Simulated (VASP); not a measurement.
Runs of VASP 6.6.1 on BaTe (zincblende type). The structure is that of space group F-43m (No. 216), or close to it. The cells are those of the table. 

```csv
task,cell,gap on the mesh (eV),pressure (GPa)
single point,"a = 5.464 Å, angles 60.0°, 2 atoms",2.64,1.0
single point,"a = 5.612 Å, angles 60.0°, 2 atoms",2.53,(a)
electric field gradients,"a = 5.464 Å, angles 60.0°, 2 atoms",2.64,1.0
electric field gradients,"a = 5.539 Å, angles 60.0°, 2 atoms",2.59,0.2
electric field gradients,"a = 5.575 Å, angles 60.0°, 2 atoms",2.56,-0.2
electric field gradients,"a = 5.502 Å, angles 60.0°, 2 atoms",2.62,0.6
single point,"a = 5.502 Å, angles 60.0°, 2 atoms",2.62,0.6
single point,"a = 5.575 Å, angles 60.0°, 2 atoms",2.56,-0.2
```

Alike in all rows: level PBE; potentials or basis VASP PAW PBE potentials, release 64 (Ba_sv, Te); no spin polarisation; k mesh 11 × 11 × 11; cutoff (eV) 520; smearing fermi-dirac 0.05 eV.

Question: Estimate the missing entries.

Answer: (a) -0.5.

Caveats: spin-orbit coupling is left out, which moves the levels of the heavy elements; an odd mesh through Γ misses points on the zone boundary, where band edges can lie.

A k mesh can miss the band edges, and the runs leave out spin-orbit coupling on Ba, Te.
